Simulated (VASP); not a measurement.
**MgO: single point with r2SCAN**

Crystal: MgO.

```
CELL_PARAMETERS angstrom
0.00000 4.20727 4.20727
4.20727 0.00000 4.20727
6.31091 6.31091 0.00000
ATOMIC_POSITIONS crystal
Mg 0.99978 0.00025 0.99943
Mg 0.99983 0.99042 0.33687
Mg 0.00342 0.00620 0.66286
Mg 0.98673 0.50926 0.99842
Mg 0.00099 0.49434 0.33747
Mg 0.99544 0.50861 0.66921
Mg 0.51311 0.00593 0.99116
Mg 0.49790 0.99780 0.33206
Mg 0.50122 0.99102 0.67312
Mg 0.50277 0.49944 0.99632
Mg 0.50012 0.51036 0.33094
Mg 0.48875 0.50384 0.67023
O 0.24270 0.25428 0.17201
O 0.25568 0.23829 0.49389
O 0.25429 0.24344 0.83376
O 0.24706 0.75587 0.17103
O 0.25657 0.74443 0.50088
O 0.25072 0.75260 0.82475
O 0.74317 0.24921 0.16703
O 0.75729 0.24104 0.50112
O 0.76380 0.24285 0.83452
O 0.74592 0.75662 0.16079
O 0.74890 0.74873 0.50452
O 0.74034 0.75364 0.83546
```

```json
{"Program": "VASP 6.6.1", "Task": "single point", "Functional": "r2SCAN", "Potentials or basis": "VASP PAW PBE potentials, release 64 (Mg, O)", "Cutoff": "520 eV", "k mesh": "4 × 4 × 2", "Occupations": "fermi-dirac, width 0.02 eV", "Spin": "no spin polarisation"}
```

* Pressure: -0.7 GPa
* Largest force: 1.211 eV/Å
* Band gap on the k mesh: 5.49 eV

Forces in eV/Å, atoms in the order of the input:
```
Mg   0.188  0.472  0.078
Mg   0.273 -0.455  0.491
Mg  -0.127 -0.092  0.101
Mg  -0.214  0.920 -0.176
Mg  -0.143 -0.071  0.171
Mg  -0.828  0.090 -0.157
Mg   0.760 -0.151 -0.871
Mg   0.273  0.025  0.376
Mg  -0.157 -0.961  0.511
Mg   0.565  0.234 -0.591
Mg  -0.617  0.181 -0.706
Mg  -0.694  0.242  0.359
O   -0.676 -0.478  0.298
O    1.100  0.335  0.379
O    0.384 -0.272  0.240
O   -0.593 -0.338 -0.097
O    0.059 -0.207 -0.367
O    0.465  0.652 -0.475
O   -0.041  0.093  0.476
O    0.474 -0.354 -0.083
O    0.291 -0.819 -0.069
O    0.059  0.534 -0.006
O   -0.395  0.051 -0.146
O   -0.408  0.368  0.265
```

Stress tensor (GPa, compression positive):
```
-0.44  0.05  0.00
 0.05 -0.57  0.00
 0.00  0.00 -1.03
```

Levels at points of the mesh, in eV from the valence-band top:
```tsv
k point	band 45	band 46	band 47	band 48	band 49	band 50	band 51	band 52
(0.00, 0.00, 0.00)	-0.45	-0.06	-0.03	0.00	5.49	8.34	8.54	8.67
(0.50, 0.00, 0.00)	-0.50	-0.46	-0.33	-0.29	7.84	7.88	9.57	9.66
(0.00, 0.50, 0.00)	-0.59	-0.52	-0.28	-0.24	7.78	7.93	9.59	9.68
(0.50, 0.50, 0.00)	-0.67	-0.54	-0.47	-0.34	8.34	8.41	8.87	8.91
(0.00, 0.00, 0.50)	-0.34	-0.32	-0.13	-0.08	6.82	6.99	8.67	8.69
(0.50, 0.00, 0.50)	-0.64	-0.57	-0.55	-0.36	8.19	8.29	9.26	9.40
(0.00, 0.50, 0.50)	-0.65	-0.56	-0.54	-0.31	8.18	8.27	9.29	9.42
(0.50, 0.50, 0.50)	-0.52	-0.49	-0.38	-0.36	7.81	7.89	9.97	10.15
```

Run time: 61 min on 1 thread of Oxide Virtual Turin-like Processor, with other jobs on the host, peak memory 0.52 GiB.

Caveat: the k points lie up to 0.43 Å⁻¹ apart; the atoms stand as in a frame of molecular dynamics; the PAW data sets were made with another functional, which shifts forces and pressure a little. r2SCAN opens gaps a little over a GGA but as a rule still falls short of measured ones.
